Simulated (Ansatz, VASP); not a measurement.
This is a calculation of SiNi3 for VASP 6.6.1.

The input INCAR:

```
PREC     = Accurate       # precision mode
ENCUT    = 600            # plane-wave cutoff, eV
EDIFF    = 1E-7           # SCF threshold, eV
ISMEAR   = -1             # smearing method
SIGMA    = 0.05           # smearing width, eV
LREAL    = F              # projectors in reciprocal space
LASPH    = T              # aspherical terms in the spheres
NELM     = 150            # most SCF steps
ALGO     = Normal         # electronic algorithm
ISIF     = 3              # what is computed and relaxed
LWAVE    = F              # write WAVECAR
LCHARG   = F              # write CHGCAR
ISPIN    = 2              # spin polarisation
MAGMOM   = 1 1 1 0        # initial moments
LORBIT   = 11             # projections on sites
LMAXMIX  = 4              # l up to which the mixer works
GGA      = B5             # functional
ALDAX    = 1.0          
AGGAX    = 1.0          
AGGAC    = 1.0          
ALDAC    = 0.0          
IBRION   = 2              # ionic algorithm
NSW      = 60             # ionic steps
EDIFFG   = -0.01          # ionic threshold
```

The input KPOINTS:

```
Automatic mesh
0
Gamma
  8 8 8
```

POSCAR

```
SiNi3
1.0
    3.5420000000      0.0000000000      0.0000000000
    0.0000000000      3.5420000000      0.0000000000
    0.0000000000      0.0000000000      3.5420000000
Ni Si
3 1
Direct
    0.5000000000      0.5000000000      0.0000000000
    0.5000000000      0.0000000000      0.5000000000
    0.0000000000      0.5000000000      0.5000000000
    0.0000000000      0.0000000000      0.0000000000
```

Potentials or basis: VASP PAW PBE potentials, release 64 (Ni, Si).

Command:

```console
$ cat potpaw_PBE.64/Ni/POTCAR potpaw_PBE.64/Si/POTCAR > POTCAR
$ mpirun -np 1 vasp_std > vasp.out
```

**Question.** Set up the same calculation for Ansatz 0.2.0. Potentials there: Ansatz PAW.

**Answer.** As run (the cutoff follows the program's own potentials):

File input.yaml:

```yaml
crystal:
  lattice:
    - [3.542, 0.0, 0.0]
    - [0.0, 3.542, 0.0]
    - [0.0, 0.0, 3.542]
  atoms:
    - { symbol: Ni, position: [0.5, 0.5, 0.0], spin: 1.0 }
    - { symbol: Ni, position: [0.5, 0.0, 0.5], spin: 1.0 }
    - { symbol: Ni, position: [0.0, 0.5, 0.5], spin: 1.0 }
    - { symbol: Si, position: [0.0, 0.0, 0.0] }
hamiltonian:
  xc: blyp
  pseudopotentials: { kind: paw }
magnetization:
  spin_polarized: true
kpoints:
  mp_grid: { grid: [8, 8, 8] }
scf:
  occupations: { method: fermi_dirac, width: 0.05 }
output:
  forces: true
  stress: true
  eigenvalues: true
relax:
  f_tol: 0.01
  max_steps: 40
  cell: { stress_tol: 0.05 }
```

Potentials or basis: Ansatz PAW.

Command:

```console
$ ansatz run input.yaml --threads 1 --pin off --max-ram 3584MiB --backend cpu --events-out ev --progress --plain --runs-dir out
```

Both were run:

|  | VASP | Ansatz | Ansatz less VASP |
| --- | --- | --- | --- |
| gap on the k mesh at the Fermi level, each at its own relaxed structure (eV) | none | none | - |
| net moment per atom (μB) | 0.00 | 0.00 | 0.000 |
| relaxed volume (Å³/atom) | 11.34 | 11.31 | -0.024 |
| relaxed length of the cell vector where the two differ most in proportion (Å) | 3.566 | 3.564 | -0.0025 |

VASP's potentials were made for PBE, not for BLYP. A gap of «none» marks a metal or a gap that the smearing closes. VASP's potentials hold 34 valence electrons a cell and Ansatz's 58, so a difference there can come from the potentials and not from the codes.

Noted on Ansatz's run: the plane-wave basis is chosen anew once the cell has moved, so the energies of steps on either side of that aren't comparable.
